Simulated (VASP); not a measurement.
**BN: single point with LDA**

The system is BN.

```
B N
1.0
     2.39703    0.00000    0.00000
    -1.19851    2.15498    0.00000
     0.00000    0.00000    5.78079
B N
2 2
Direct
  0.32848 0.65696 0.25000
  0.67152 0.34304 0.75000
  0.34128 0.68256 0.75000
  0.65872 0.31744 0.25000
```

This cell differs from its parent crystal: normal strain along x -0.0367, normal strain along z -0.1100.

* Program: VASP 6.6.1
* Task: single point
* Functional: LDA
* Potentials or basis: VASP PAW LDA potentials, release 64 (B, N)
* Cutoff: 520 eV
* k mesh: 12 × 12 × 4
* Occupations: gaussian, width 0.05 eV
* Spin: no spin polarisation

```yaml
Pressure: 20.7 GPa
Largest_force: 0.005 eV/Å
Band_gap_on_the_k_mesh: 3.80 eV, indirect (least direct gap 4.16 eV)
```

Forces in eV/Å, atoms in the order of the input:
```
B    0.000  0.005  0.000
B    0.000 -0.005  0.000
N    0.000  0.004  0.000
N    0.000 -0.004  0.000
```

Stress tensor (GPa, compression positive):
```
43.21  0.00  0.00
 0.00 12.14  0.00
 0.00  0.00  6.76
```

Levels at points of the mesh, in eV from the valence-band top:
| k point | band 5 | band 6 | band 7 | band 8 | band 9 | band 10 | band 11 | band 12 |
| --- | --- | --- | --- | --- | --- | --- | --- | --- |
| (0.00, 0.00, 0.00) | -1.71 | -1.57 | -1.13 | -1.02 | 6.08 | 11.38 | 11.89 | 11.99 |
| (0.50, 0.00, 0.00) | -4.71 | -4.50 | -2.20 | -0.21 | 3.95 | 6.47 | 9.97 | 9.99 |
| (0.00, 0.50, 0.00) | -3.97 | -3.78 | -2.48 | -0.59 | 3.84 | 6.15 | 10.75 | 11.24 |
| (0.00, 0.00, 0.50) | -1.64 | -1.64 | -1.07 | -1.07 | 9.36 | 9.36 | 11.66 | 11.66 |
| (0.50, 0.00, 0.50) | -4.61 | -4.61 | -1.08 | -1.08 | 4.61 | 4.61 | 10.25 | 10.25 |
| (0.00, 0.50, 0.50) | -3.88 | -3.88 | -1.37 | -1.37 | 4.32 | 4.32 | 11.46 | 11.46 |

Run time: 25 s on 1 thread of AMD EPYC 9R45 96-Core Processor (Zen 5), on a shared host, peak memory 0.13 GiB.

Caveat: the cell differs from its parent crystal (normal strain along x -0.0367, normal strain along z -0.1100). A k mesh can miss the band edges.
